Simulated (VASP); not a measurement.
A run of VASP 6.6.1 is set up as follows.

INCAR

```
ALGO = Normal ; EDIFF = 1E-6
ENCUT = 520 ; GGA = PE
ISIF = 2 ; ISMEAR = -1
IVDW = 12 ; LASPH = True
LCHARG = False ; LREAL = False
LWAVE = False ; NBANDS = 20
NELM = 60 ; PREC = Accurate
SIGMA = 0.05
```

KPOINTS

```
k-points
0
Gamma
  10 10 2
```

File POSCAR:

```
MoS2
1.0
    3.1551069697      0.0000000000      0.0000000000
   -1.5775534848      2.7324027874      0.0000000000
    0.0000000000      0.0000000000     17.3323055307
Mo S
1 2
Direct
    0.0000000000      0.0000000000      0.0000000000
    0.3333333333      0.6666666667      0.9096121989
    0.3333333333      0.6666666667      0.0903878011
```

Potentials or basis: VASP PAW PBE potentials, release 64 (Mo_sv, S).

Run with:

```sh
$ cat potpaw_PBE.64/Mo_sv/POTCAR potpaw_PBE.64/S/POTCAR > POTCAR
$ mpirun -np 1 vasp_std > vasp.out
```

Question: Estimate the band gap on the k mesh.

Answer: 1.99 eV (least direct gap 2.03 eV).

Question: Predict the dispersion energy per atom.

Answer: -0.320 eV.

Forces in eV/Å, atoms in the order of the input:
```
Mo   0.000  0.000  0.000
S    0.000  0.000  0.004
S    0.000  0.000 -0.004
```

Caveat: three body term missing.
